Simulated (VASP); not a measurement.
# BiW (zincblende type) (F-43m) in VASP: a series of runs, part 2 of 2

VASP 6.6.1.

## 3. Relaxation of cell and atoms, PBE, target pressure 38 GPa, at which the enthalpy is minimised

This run uses another cell than the first one, of 24.01 Å³/atom.

INCAR reads:

```
SYSTEM = BiW
PREC = Accurate
ENCUT = 600
EDIFF = 1E-7
ISMEAR = -1
SIGMA = 0.1
LREAL = .FALSE.
LASPH = .TRUE.
NELM = 100
ALGO = Normal
ISIF = 3
LWAVE = .FALSE.
LCHARG = .FALSE.
GGA = PE
IBRION = 2
NSW = 32
EDIFFG = -0.005
PSTRESS = 380.0
```

KPOINTS reads:

```
regular mesh
0
G
  12 12 12
  0 0 0
```

POSCAR reads:

```
BiW
1.0
    0.0000000000      2.8848320384      2.8848320384
    2.8848320384      0.0000000000      2.8848320384
    2.8848320384      2.8848320384      0.0000000000
W Bi
1 1
Direct
    0.0000000000      0.0000000000      0.0000000000
    0.2500000000      0.2500000000      0.2500000000
```

Potentials or basis: VASP PAW PBE potentials, release 64 (W_sv, Bi_d).

Command:

```console
$ cat potpaw_PBE.64/W_sv/POTCAR potpaw_PBE.64/Bi_d/POTCAR > POTCAR
$ mpirun -np 1 vasp_std > vasp.out
```

OUTCAR:

```text
SYSTEM = BiW
   PREC = Accurate
   ENCUT = 600
   EDIFF = 1E-7
   ISMEAR = -1
   LREAL = .FALSE.
   LASPH = .TRUE.
   NELM = 100
   ISIF = 3
   GGA = PE
   IBRION = 2
   NSW = 32
   EDIFFG = -0.005
   PSTRESS = 380.0

 ion  position               nearest neighbor table
   1  0.000  0.000  0.000-   2 2.50   2 2.50   2 2.50   2 2.50
   2  0.250  0.250  0.250-   1 2.50   1 2.50   1 2.50   1 2.50

  LATTYP: Found a face centered cubic cell.
 ALAT       =     5.7696640768

  Lattice vectors:

 A1 = (   0.0000000000,   2.8848320384,   2.8848320384)
 A2 = (   2.8848320384,   0.0000000000,   2.8848320384)
 A3 = (   2.8848320384,   2.8848320384,   0.0000000000)

Analysis of symmetry for initial positions (statically):
=====================================================================
 Subroutine PRICEL returns:
 Original cell was already a primitive cell.

 Routine SETGRP: Setting up the symmetry group for a
 face centered cubic supercell.

 Subroutine GETGRP returns: Found 24 space group operations
 (whereof 24 operations were pure point group operations)
 out of a pool of 48 trial point group operations.

The static configuration has the point symmetry T_d .

Analysis of symmetry for dynamics (positions and initial velocities):
=====================================================================
 Subroutine PRICEL returns:
 Original cell was already a primitive cell.

 Routine SETGRP: Setting up the symmetry group for a
 face centered cubic supercell.

 Subroutine GETGRP returns: Found 24 space group operations
 (whereof 24 operations were pure point group operations)
 out of a pool of 48 trial point group operations.

The dynamic configuration has the point symmetry T_d .

 Subroutine INISYM returns: Found 24 space group operations
 (whereof 24 operations are pure point group operations),
 and found     1 'primitive' translations

----------------------------------------------------------------------------------------

                                     Primitive cell

  volume of cell :      48.0166

  direct lattice vectors                    reciprocal lattice vectors
     0.000000000  2.884832038  2.884832038    -0.173320316  0.173320316  0.173320316
     2.884832038  0.000000000  2.884832038     0.173320316 -0.173320316  0.173320316
     2.884832038  2.884832038  0.000000000     0.173320316  0.173320316 -0.173320316

  length of vectors
     4.079768594  4.079768594  4.079768594     0.300199593  0.300199593  0.300199593

  position of ions in fractional coordinates (direct lattice)
     0.000000000  0.000000000  0.000000000
     0.250000000  0.250000000  0.250000000

  ion indices of the primitive-cell ions
   primitive index   ion index
                 1           1
                 2           2

----------------------------------------------------------------------------------------

 KPOINTS: regular mesh

Automatic generation of k-mesh.
 Grid dimensions read from file:
 generate k-points for:   12   12   12

 Generating k-lattice:

[... 22 lines left out ...]
  0.333333  0.000000  0.000000      8.000000
  0.416667  0.000000  0.000000      8.000000
[... 16 lines left out ...]
  0.500000  0.166667  0.000000     24.000000
 -0.416667  0.166667  0.000000     24.000000
 [... further k-points ...]
   k-points           NKPTS =     72   k-points in BZ     NKDIM =     72   number of bands    NBANDS=     18
   number of dos      NEDOS =    301   number of ions     NIONS =      2
   total plane-waves  NPLWV =  46656
   dimension x,y,z NGX =    36 NGY =   36 NGZ =   36
   dimension x,y,z NGXF=    72 NGYF=   72 NGZF=   72
   ions per type =               1   1
   NGX,Y,Z   is equivalent  to a cutoff of  14.67, 14.67, 14.67 a.u.
   NGXF,Y,Z  is equivalent  to a cutoff of  29.34, 29.34, 29.34 a.u.
 SYSTEM =  BiW
   PREC   = accura    normal or accurate (medium, high low for compatibility)
   ISTART =      0    job   : 0-new  1-cont  2-samecut
   ICHARG =      2    charge: 1-file 2-atom 10-const
   ISPIN  =      1    spin polarized calculation?
   LNONCOLLINEAR =      F non collinear calculations
   LSORBIT =      F    spin-orbit coupling
   LASPH  =      T    aspherical Exc in radial PAW
   ENCUT  =  600.0 eV  44.10 Ry    6.64 a.u.   8.15  8.15  8.15*2*pi/ulx,y,z
   NELM   =    100;   NELMIN=  2; NELMDL= -5     # of ELM steps
   EDIFF  = 0.1E-06   stopping-criterion for ELM
   LREAL  =      F    real-space projection
   EDIFFG = -.5E-02   stopping-criterion for IOM
   NSW    =     32    number of steps for IOM
   IBRION =      2    ionic relax: 0-MD 1-quasi-New 2-CG
   NFREE  =      1    steps in history (QN), initial steepest desc. (CG)
   ISIF   =      3    stress and relaxation
   ISYM   =      2    0-nonsym 1-usesym 2-fastsym
   POTIM  = 0.5000    time-step for ionic-motion
   TEBEG  =    0.0;   TEEND  =   0.0 temperature during run
   PSTRESS=  380.0 pullay stress
   NELECT =      29.0000    total number of electrons
   NUPDOWN=      -1.0000    fix difference up-down
   EMIN   =  10.00;   EMAX   =-10.00  energy-range for DOS
   EFERMI =   0.00;   METHOD = LEGACY
   ISMEAR =    -1;   SIGMA  =   0.10  broadening in eV -4-tet -1-fermi 0-gaus
   EFERMI_NEDOS =   21; number of points for ismear=-14 and -15
   IALGO  =     38    algorithm
   IMIX   =      4    mixing-type and parameters
     AMIX     =   0.40;   BMIX     =  1.00
     AMIX_MAG =   1.60;   BMIX_MAG =  1.00
  volume/ion in A,a.u.               =      24.01       162.02
  Fermi-wavevector in a.u.,A,eV,Ry     =   1.383812  2.615025 26.054266  1.914935
  Thomas-Fermi vector in A             =   2.508375
   LORBIT       =      0    0 simple, 1 ext, 2 COOP (PROOUT), +10 PAW based schemes
   GGA     = PE    functional components
   LHFCALC =     F    Hartree Fock is set to
   AEXX    =    0.0000 exact exchange contribution
   IVDW    =     0    specifies the selected vdW correction
   LEPSILON=     F    determine dielectric tensor
   LRPA    =     F    only Hartree local field effects (RPA)
 conjugate gradient relaxation of ions
 non-spin polarized calculation
  energy-cutoff  :      600.00
  volume of cell :       48.02
 maximum number of plane-waves:      1639
 NGX is ok and might be reduce to    36
   NGX = 17   NGY = 17   NGZ = 17

--------------------------------------- Ionic step        1  -------------------------------------------

 number of electron      29.0000001 magnetization

 Free energy of the ion-electron system (eV)
  ---------------------------------------------------
  ext. energy  EPLUGINS =         0.00000000
  ---------------------------------------------------
  free energy    TOTEN  =       -10.97362938 eV

  energy without entropy =      -10.81763793  energy(sigma->0) =      -10.89563366

------------------------ aborting loop because EDIFF is reached ----------------------------------------

  FORCE on cell =-STRESS in cart. coord.  units (eV):
  Direction    XX          YY          ZZ          XY          YZ          ZX
  --------------------------------------------------------------------------------------
  -------------------------------------------------------------------------------------
  Total       11.4741475     11.4741475     11.4741475      0.0000000     -0.0000000      0.0000000
  in kB      382.8594911    382.8594911    382.8594911      0.0000000     -0.0000000      0.0000000
  external PRESSURE =       2.8594911 kB  Pullay stress =     380.0000000 kB
[... 63 lines left out ...]
--------------------------------------- Ionic step        3  -------------------------------------------

 number of electron      29.0000001 magnetization

 Free energy of the ion-electron system (eV)
  ---------------------------------------------------
  ext. energy  EPLUGINS =         0.00000000
  ---------------------------------------------------
  free energy    TOTEN  =       -10.98826025 eV

  energy without entropy =      -10.83203988  energy(sigma->0) =      -10.91015007

 E-fermi :   8.3915     XC(G=0): -11.0720

 val. band max:        8.3888245940   @ k =   0.4167   0.4167   0.0000
 cond. band min:       8.3927155126   @ k =  -0.4167   0.4167   0.0000
 fundamental gap:      0.0038909186
 Fermi energy:         8.3914985418

 k-point     1 :       0.0000    0.0000    0.0000
  band No.  band energies     occupation
      1     -65.1922      2.00000
      2     -29.6199      2.00000
      3     -29.6199      2.00000
      4     -29.6199      2.00000
      5     -14.3225      2.00000
      6     -14.3225      2.00000
[... 481 lines left out ...]
      5     -14.4077      2.00000
      6     -14.3631      2.00000
[... 10 lines left out ...]
     17      11.1866      0.00000
     18      12.0392      0.00000

 [... further k-points ...]

------------------------ aborting loop because EDIFF is reached ----------------------------------------

  FORCE on cell =-STRESS in cart. coord.  units (eV):
  Direction    XX          YY          ZZ          XY          YZ          ZX
  --------------------------------------------------------------------------------------
  -------------------------------------------------------------------------------------
  Total       11.4035425     11.4035425     11.4035425      0.0000000      0.0000000     -0.0000000
  in kB      380.0171856    380.0171856    380.0171856      0.0000000      0.0000000     -0.0000000
  external PRESSURE =       0.0171856 kB  Pullay stress =     380.0000000 kB
[... 21 lines left out ...]
  energy  without entropy=      -10.8320398847  energy(sigma->0) =      -10.91015007

  enthalpy is  TOTEN    =         0.4147665228 eV   P V=       11.4030267762

 reached required accuracy - stopping structural energy minimisation
```

OSZICAR:

```text
N       E                     dE             d eps       ncg     rms          rms(c)
DAV:   1     0.294386198342E+03    0.29439E+03   -0.17140E+04  2592   0.214E+03
DAV:   2     0.774667707061E+01   -0.28664E+03   -0.28244E+03  2616   0.520E+02
DAV:   3    -0.105933042547E+02   -0.18340E+02   -0.17676E+02  3234   0.134E+02
[... 26 lines left out ...]
DAV:   4    -0.109882506210E+02    0.68957E-04   -0.35813E-04  3372   0.274E-01    0.456E-02
DAV:   5    -0.109882595938E+02   -0.89728E-05   -0.25685E-05  2928   0.432E-02    0.894E-03
DAV:   6    -0.109882608634E+02   -0.12696E-05   -0.36904E-06  3350   0.239E-02    0.424E-03
DAV:   7    -0.109882602694E+02    0.59401E-06   -0.86890E-07  3326   0.104E-02    0.308E-04
DAV:   8    -0.109882602534E+02    0.16004E-07   -0.21071E-08  1344   0.164E-03
   3 F= 0.41476652E+00 E0= 0.49287671E+00  d E =-.537850E-04
```

CONTCAR:

```text
BiW
   1.00000000000000
     0.0000000000000000    2.8860623641466954    2.8860623641466954
     2.8860623641466954   -0.0000000000000000    2.8860623641466954
     2.8860623641466954    2.8860623641466954   -0.0000000000000000
  W               Bi
     1     1
Direct
     0.0000000000000000    0.0000000000000000    0.0000000000000000
     0.2500000000000000    0.2500000000000000    0.2500000000000000

  0.00000000E+00  0.00000000E+00  0.00000000E+00
  0.00000000E+00  0.00000000E+00  0.00000000E+00
```

Wall time 1.7 min (1 thread of Intel Xeon Platinum 8488C (Sapphire Rapids), shared host); peak memory 0.26 GiB.

What came out:

- Free energy: -10.9883 eV
- Relaxed volume: 24.04 Å³/atom
- Relaxed cell: a = 4.082 Å, b = 4.082 Å, c = 4.082 Å, α = 60.00°, β = 60.00°, γ = 60.00°
- Space group after relaxing (to 0.1 Å): F-43m (No. 216)
- Energy change on relaxing (the run minimises the enthalpy): -7.3 meV/atom
- Ionic steps: 3
- Pressure after relaxing: 38.0 GPa
- Band gap on the k mesh: zero (an odd number of electrons rules out a gap without spin polarisation)

Step by step:
| step | energy change (eV) | largest force (eV/Å) | pressure (GPa) | volume (Å³) |
| --- | --- | --- | --- | --- |
| 1 | 0.0000 | 0.0000 | 38.29 | 48.02 |
| 2 | -0.0700 | 0.0000 | 36.94 | 48.32 |
| 3 | -0.0146 | 0.0000 | 38.00 | 48.08 |

Final structure:
```cif
data_structure
_symmetry_space_group_name_H-M 'P 1'
_symmetry_Int_Tables_number 1
_cell_length_a 4.0815
_cell_length_b 4.0815
_cell_length_c 4.0815
_cell_angle_alpha 60.000
_cell_angle_beta 60.000
_cell_angle_gamma 60.000
_cell_volume 48.08
loop_
_atom_site_label
_atom_site_type_symbol
_atom_site_fract_x
_atom_site_fract_y
_atom_site_fract_z
_atom_site_occupancy
W1 W 0.00000 0.00000 0.00000 1
Bi1 Bi 0.25000 0.25000 0.25000 1
```

Levels at points of the mesh, in eV from the Fermi level:
```csv
k point,band 10,band 11,band 12,band 13,band 14,band 15,band 16,band 17,band 18
"(0.00, 0.00, 0.00)",-13.08,-3.37,-3.37,-3.37,-0.13,-0.13,3.00,7.15,7.15
"(0.50, 0.00, 0.00)",-11.70,-5.04,-2.96,-2.96,0.08,0.08,0.13,3.94,3.94
"(0.50, 0.50, 0.00)",-11.17,-5.60,-1.72,-1.72,-1.35,0.01,0.23,1.05,1.05
```

Caveat: the cell is relaxed towards a set pressure, so the run minimises the enthalpy, not the energy; spin-orbit coupling is left out, which moves the levels of the heavy elements.
